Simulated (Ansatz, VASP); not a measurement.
**One calculation of Cs, two programs**

```
CELL_PARAMETERS angstrom
3.90524 0.00000 0.00000
-1.95262 3.38204 0.00000
0.00000 0.00000 3.67093
ATOMIC_POSITIONS crystal
Cs 0.00000 0.00000 0.00000
```

Change from the starting cell: volume scaled by 0.4, LAPW.

Alike in both runs: task single point; functional PBE; k mesh 8 × 8 × 8; occupations fermi-dirac, width 0.08 eV; no spin polarisation.

```csv
,VASP,Ansatz
version,VASP 6.6.1,Ansatz 0.2.0
potentials or method,"VASP PAW PBE potentials, release 64 (Cs_sv), cutoff 520 eV","all-electron LAPW, scalar-relativistic"
```

|  | VASP | Ansatz | Ansatz less VASP |
| --- | --- | --- | --- |
| pressure (GPa) | 4.2 | 4.2 | -0.07 |
| traceless stress, the component that is largest in VASP (GPa) | -0.63 | -0.63 | -0.006 |

Ansatz ran all-electron here, and VASP with PAW potentials.

Spin-orbit coupling is off throughout.
